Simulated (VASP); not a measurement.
Set up this calculation in VASP 6.6.1, as the native input.

```yaml
Task: relaxation of cell and atoms
Functional: PBEsol
Potentials_or_basis: VASP PAW PBE potentials, release 64 (Sn_d)
Cutoff: 600 eV
k_mesh: 7 × 7 × 7
Occupations: fermi-dirac, width 0.05 eV
Spin: no spin polarisation
Dipole_correction: no
Further_INCAR_settings: ALGO = Normal; EDIFF = 1e-07; IBRION = 2; EDIFFG = -0.02; NSW = 80; ISIF = 3
```

The structure of Sn lies in POSCAR:

```
Sn
1.0
    0.0000000000      3.2333428000      3.2333428000
    3.2333428000      0.0000000000      3.2333428000
    3.2333428000      3.2333428000      0.0000000000
Sn
2
Direct
    0.7500000000      0.7500000000      0.7500000000
    0.5000000000      0.5000000000      0.5000000000
```

This isn't the form of Sn at room conditions, which is tetragonal (white tin).

The input as run:

INCAR

```
SYSTEM = Sn
ALGO = Normal
EDIFF = 1E-7
EDIFFG = -0.02
ENCUT = 600
GGA = PS
IBRION = 2
ISIF = 3
ISMEAR = -1
LASPH = .True.
LCHARG = .False.
LREAL = .False.
LWAVE = .False.
NELM = 60
NSW = 80
PREC = Accurate
SIGMA = 0.05
```

KPOINTS

```
k-points
0
Gamma
  7 7 7
  0 0 0
```

Potentials or basis: VASP PAW PBE potentials, release 64 (Sn_d).

Command:

```sh
$ cat potpaw_PBE.64/Sn_d/POTCAR > POTCAR
$ mpirun -np 1 vasp_std > vasp.out
```

Results of the run:

| Quantity | Value |
| --- | --- |
| Relaxed volume | 34.96 Å³/atom |
| Relaxed cell | a = 4.624 Å, b = 4.624 Å, c = 4.624 Å, α = 60.00°, β = 60.00°, γ = 60.00° |
| Space group after relaxing (to 0.1 Å) | Fd-3m (No. 227) |
| Energy gained by relaxing | 5.3 meV/atom |
| Ionic steps | 3 |
| Pressure after relaxing | 0.0 GPa |
| Band gap on the k mesh | zero (bands 14 and 15 overlap by 0.16 eV) |

Caveat: the PAW data sets were made with another functional, which shifts forces and pressure a little; spin-orbit coupling is left out, which moves the levels of the heavy elements.

Run time: 2.5 min on 1 thread of Intel Xeon 8259CL (shared host), peak memory 0.25 GiB.
